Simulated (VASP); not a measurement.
Input of a VASP 6.6.1 run:

The input INCAR:

```
SYSTEM = RbBr
  ALGO = Normal
  EDIFF = 1E-6
  ENCUT = 500
  GGA = PE
  GGA_COMPAT = .False.
  ISIF = 2
  ISMEAR = 0
  LASPH = .True.
  LCHARG = .False.
  LREAL = .False.
  LWAVE = .False.
  NBANDS = 15
  NELM = 120
  PREC = Accurate
  SIGMA = 0.1
```

Contents of KPOINTS:

```
k-points
0
Gamma
  4 4 4
  0 0 0
```

File POSCAR:

```
RbBr
1.0
    0.0000000000      3.4275000100      3.4275000100
    3.4275000100      0.0000000000      3.4275000100
    3.4275000100      3.4275000100      0.0000000000
Rb Br
1 1
Direct
    0.0000000000      0.0000000000      0.0000000000
    0.5000000000      0.5000000000      0.5000000000
```

Potentials or basis: VASP PAW PBE potentials, release 64 (Rb_sv, Br).

Command:

```bash
$ cat potpaw_PBE.64/Rb_sv/POTCAR potpaw_PBE.64/Br/POTCAR > POTCAR
$ mpirun -np 1 vasp_std > vasp.out
```

Task: Predict the band gap on the k mesh.

Result: 4.36 eV, direct.

Task: What does it give for the pressure?

Result: 1.0 GPa.

PBE gaps usually lie below the measured ones, often by a third to a half.
